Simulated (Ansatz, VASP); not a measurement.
Two plane-wave programs on Hf

The input INCAR:

```
SYSTEM = Hf
ALGO = Fast
EDIFF = 1E-6
ENCUT = 520
ISIF = 2
ISMEAR = 0
LASPH = .TRUE.
LCHARG = .TRUE.
LELF = .TRUE.
LREAL = .FALSE.
LVHAR = .TRUE.
LWAVE = .FALSE.
NBANDS = 11
NELM = 60
PREC = Accurate
SIGMA = 0.15
```

Contents of KPOINTS:

```
k-points
0
G
  18 18 18
  0 0 0
```

File POSCAR:

```
Hf
1.0
    0.0000000000      2.0999406034      2.3979390260
    2.0419540779      0.0000000000      2.3979390260
    2.0419540779      2.0999406034      0.0000000000
Hf
1
Direct
    0.0000000000      0.0000000000      0.0000000000
```

Input for Ansatz:

```yaml
crystal:
  lattice:
    - [0.0, 2.0999406034, 2.397939026]
    - [2.0419540779, 0.0, 2.397939026]
    - [2.0419540779, 2.0999406034, 0.0]
  atoms:
    - { symbol: Hf, position: [0.0, 0.0, 0.0] }
basis:
  ecutwfc: 420
kpoints:
  mp_grid: { grid: [18, 18, 18] }
hamiltonian:
  xc: lda
scf:
  occupations: { method: gaussian, width: 0.15 }
output:
  forces: true
  stress: true
  eigenvalues: true
```

Change from the starting cell: strain +e along x and -e along y -0.0133, strain +e along z and -e/2 along x and y +0.1000.

Alike in both runs: task single point; functional LDA; k mesh 18 × 18 × 18; occupations gaussian, width 0.15 eV; no spin polarisation.

|  | VASP | Ansatz |
| --- | --- | --- |
| version | VASP 6.6.1 | Ansatz 0.2.0 |
| potentials or method | VASP PAW LDA potentials, release 64 (Hf_pv), cutoff 520 eV | scalar-relativistic, plane waves, PAW |
| valence electrons in the cell | 10 | 26 |

|  | VASP | Ansatz | Ansatz less VASP |
| --- | --- | --- | --- |
| gap on the k mesh at the Fermi level (eV) | none | none | - |
| pressure (GPa) | 0.7 | 0.6 | -0.04 |
| traceless stress, the component that is largest in VASP (GPa) | -4.53 | -4.54 | -0.006 |

LDA's correlation is that of Perdew and Zunger in VASP and of Perdew and Wang (1992) in Ansatz. A gap of «none» marks a metal or a gap that the smearing closes. VASP's potentials hold 10 valence electrons a cell and Ansatz's 26, so a difference there can come from the potentials and not from the codes.

Neither program's run includes spin-orbit coupling.
